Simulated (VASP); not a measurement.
**Mg: single point with r2SCAN**

The system is Mg.

```
Mg
1.0
     3.09467    0.00000    0.00000
    -1.54733    2.68006    0.00000
     0.00000    0.00000   10.45056
Mg
4
Direct
  0.00000 0.00000 0.00000
  0.33333 0.66667 0.25000
  0.00000 0.00000 0.50000
  0.66667 0.33333 0.75000
```

This cell differs from its parent crystal: biaxial strain in the a-b plane: -3.0 %.

* Program: VASP 6.6.1
* Task: single point
* Functional: r2SCAN
* Potentials or basis: VASP PAW PBE potentials, release 64 (Mg)
* Cutoff: 520 eV
* k mesh: 18 × 18 × 6
* Occupations: gaussian, width 0.1 eV
* Spin: no spin polarisation

```
Pressure               : 1.7 GPa
Band gap on the k mesh : zero (bands 4 and 5 overlap by 2.47 eV)
```

Stress tensor (GPa, compression positive):
```
 2.64  0.00  0.00
 0.00  2.64  0.00
 0.00  0.00 -0.28
```

Levels at points of the mesh, in eV from the Fermi level:
```
           k point  band 2  band 3  band 4  band 5  band 6  band 7
(0.00, 0.00, 0.00)   -6.19   -6.19   -2.23   -1.57    4.93    4.93
(0.50, 0.00, 0.00)   -2.19   -1.26   -1.11   -0.44   -0.31    2.91
(0.00, 0.00, 0.50)   -7.28   -4.40   -4.40    1.23    1.23    9.14
(0.50, 0.00, 0.50)   -2.06   -1.74   -1.74    0.74    0.74    1.25
```

Wall time 5.9 min on 1 thread of Intel(R) Xeon(R) Platinum 8259CL CPU @ 2.50GHz (Skylake/Cascade Lake) (shared host), peak memory 0.3 GiB.

Caveat: the cell differs from its parent crystal (biaxial strain in the a-b plane: -3.0 %); the PAW data sets were made with another functional, which shifts forces and pressure a little.
